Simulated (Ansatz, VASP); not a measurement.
## TiC: VASP beside Ansatz

```
CELL_PARAMETERS angstrom
0.00000 2.13047 2.13047
2.13047 0.00000 2.13047
2.13047 2.13047 0.00000
ATOMIC_POSITIONS crystal
Ti 0.00000 0.00000 0.00000
C 0.50000 0.50000 0.50000
```

Alike in both runs: functional LDA; k mesh 13 × 13 × 13; occupations fermi-dirac, width 0.1 eV; no spin polarisation.

Ansatz relaxed the structure, and its values are those at the end. VASP's run is a single point on that final structure, the one shown.

```csv
,VASP,Ansatz
version,VASP 6.6.1,Ansatz 0.2.0
potentials or method,"VASP PAW LDA potentials, release 64 (Ti_sv, C), cutoff 520 eV",PAW plane waves
valence electrons in the cell,16,16
```

```csv
,VASP,Ansatz,Ansatz less VASP
gap on the k mesh at the Fermi level (eV),none,none,-
pressure (GPa),0.7,0.0,-0.71
```

Ansatz warns that its potentials were made for another functional, while VASP's fit it. LDA's correlation is that of Perdew and Zunger in VASP and of Perdew and Wang (1992) in Ansatz. A gap of «none» marks a metal or a gap that the smearing closes.
